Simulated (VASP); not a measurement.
Write the native input for VASP 6.6.1 that does the following.

```
Task                               : single point
Functional                         : PBE-based screened hybrid with 100 % exact exchange
Potentials or basis                : VASP PAW PBE potentials, release 64 (Zn, O)
Cutoff                             : 520 eV
k mesh                             : 4 × 4 × 4
Occupations                        : gaussian, width 0.01 eV
Spin                               : no spin polarisation
Dipole correction                  : no
Grid for exact exchange (PRECFOCK) : Normal
Share of exact exchange            : 1
Further INCAR settings             : ALGO = Normal; EDIFF = 1e-06; NBANDS = 16
Screening parameter                : 0.3 1/Å
```

Crystal: ZnO.

```
CELL_PARAMETERS angstrom
0.00000 2.13377 2.13377
2.13377 0.00000 2.13377
2.13377 2.13377 0.00000
ATOMIC_POSITIONS crystal
Zn 0.00000 0.00000 0.00000
O 0.50000 0.50000 0.50000
```

These files were run (other wordings do the same):

POSCAR

```
ZnO
1.0
    0.0000000000      2.1337703963      2.1337703963
    2.1337703963      0.0000000000      2.1337703963
    2.1337703963      2.1337703963      0.0000000000
Zn O
1 1
Direct
    0.0000000000      0.0000000000      0.0000000000
    0.5000000000      0.5000000000      0.5000000000
```

INCAR.step1

```
SYSTEM = ZnO
PREC     = Accurate       ! precision mode
ENCUT    = 520            ! plane-wave cutoff, eV
EDIFF    = 1E-5           ! SCF threshold, eV
ISMEAR   = 0              ! smearing method
SIGMA    = 0.01           ! smearing width, eV
LREAL    = .FALSE.        ! projectors in reciprocal space
LASPH    = .TRUE.         ! aspherical terms in the spheres
NELM     = 100            ! most SCF steps
ALGO     = Normal         ! electronic algorithm
ISIF     = 2              ! what is computed and relaxed
LWAVE    = .TRUE.         ! write WAVECAR
NBANDS   = 16             ! bands
GGA      = PE             ! functional
```

INCAR.step2

```
SYSTEM = ZnO
PREC     = Accurate       ! precision mode
ENCUT    = 520            ! plane-wave cutoff, eV
EDIFF    = 1E-6           ! SCF threshold, eV
ISMEAR   = 0              ! smearing method
SIGMA    = 0.01           ! smearing width, eV
LREAL    = .FALSE.        ! projectors in reciprocal space
LASPH    = .TRUE.         ! aspherical terms in the spheres
NELM     = 100            ! most SCF steps
ALGO     = Normal         ! electronic algorithm
ISIF     = 2              ! what is computed and relaxed
LWAVE    = .FALSE.        ! write WAVECAR
LCHARG   = .TRUE.         ! write CHGCAR
GGA      = PE             ! functional
LHFCALC  = .TRUE.         ! exact exchange
AEXX     = 1.0            ! exact-exchange fraction
HFSCREEN = 0.3            ! screening, 1/A
PRECFOCK = Normal       
LELF     = .TRUE.         ! ELF
LVHAR    = .TRUE.       
NBANDS   = 16             ! bands
ISTART   = 1            
ALDAC    = 1.0          
AGGAC    = 1.0
```

KPOINTS

```
Automatic mesh
0
G
  4 4 4
  0 0 0
```

Potentials or basis: VASP PAW PBE potentials, release 64 (Zn, O).

Command:

```console
$ cat potpaw_PBE.64/Zn/POTCAR potpaw_PBE.64/O/POTCAR > POTCAR
$ cp INCAR.step1 INCAR
$ mpirun -np 1 vasp_std > vasp.out
$ cp INCAR.step2 INCAR
$ mpirun -np 1 vasp_std > vasp.out
```

Results of the run:

The pressure is -12.3 GPa and the band gap on the k mesh is 7.70 eV (least direct gap 8.61 eV).

Caveat: the k points lie up to 0.64 Å⁻¹ apart; the PAW data sets were made with another functional, which shifts forces and pressure a little.

Wall time 4.5 min on 1 thread of AMD EPYC 7R43 64-Core Processor (Zen 3) (shared host), peak memory 0.21 GiB.
